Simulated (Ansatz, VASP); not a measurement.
Two plane-wave programs on CsSnI3

```
Cs Sn I
1.0
     6.20570    0.00000    0.00000
     0.00000    6.20570    0.00000
     0.00000    0.00000    6.20570
Cs Sn I
1 1 3
Direct
  0.00000 0.00000 0.00000
  0.50000 0.50000 0.50000
  0.00000 0.50000 0.50000
  0.50000 0.00000 0.50000
  0.50000 0.50000 0.00000
```

Alike in both runs: task single point; functional LDA; k mesh 6 × 6 × 6; occupations gaussian, width 0.03 eV; no spin polarisation.

|  | VASP | Ansatz |
| --- | --- | --- |
| version | VASP 6.6.1 | Ansatz 0.2.0 |
| potentials or method | VASP PAW LDA potentials, release 64 (Cs_sv, Sn_d, I), cutoff 520 eV | scalar-relativistic, plane waves, PAW |
| valence electrons in the cell | 44 | 74 |

VASP gave:

- gap on the k mesh at the Fermi level (eV): 0.27
- least direct gap on the mesh (eV): 0.27
- pressure (GPa): -1.4

Estimate Ansatz's values.

gap on the k mesh at the Fermi level (eV): 0.30; least direct gap on the mesh (eV): 0.30; pressure (GPa): -1.4.

LDA's correlation is that of Perdew and Zunger in VASP and of Perdew and Wang (1992) in Ansatz. VASP's potentials hold 44 valence electrons a cell and Ansatz's 74, so a difference there can come from the potentials and not from the codes.

Spin-orbit coupling is off throughout.
